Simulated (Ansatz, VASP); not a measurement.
SnO in VASP and in Ansatz

```xyz
4
Lattice="3.8683 0.0000 0.0000 0.0000 3.8683 0.0000 0.1013 0.0000 5.0662" Properties=species:S:1:pos:R:3 pbc="T T T"
Sn    0.0032    1.9341    1.1589
Sn    2.0323    0.0000    3.9073
O     1.9367    1.9341    0.0001
O    -0.0025    0.0000   -0.0001
```

Change from the starting cell: shear of c along a, cell held, atoms relaxed: +2.0 %.

Alike in both runs: functional PBE; k mesh 10 × 10 × 8; occupations gaussian, width 0.01 eV; no spin polarisation.

Ansatz relaxed the structure, and its values are those at the end. VASP's run is a single point on that final structure, the one shown.

|  | VASP | Ansatz |
| --- | --- | --- |
| version | VASP 6.6.1 | Ansatz 0.2.0 |
| potentials or method | VASP PAW PBE potentials, release 64 (Sn_d, O), cutoff 520 eV | scalar-relativistic, plane waves, PAW |
| valence electrons in the cell | 40 | 40 |

```tsv
	VASP	Ansatz	Ansatz less VASP
gap on the k mesh at the Fermi level (eV)	0.51	0.50	-0.009
least direct gap on the mesh (eV)	1.91	1.94	+0.029
pressure (GPa)	0.2	0.0	-0.18
rms of the force components (eV/Å)	0.031	0.000	-0.0312
```

Ansatz's warnings: stress scf threshold loose.
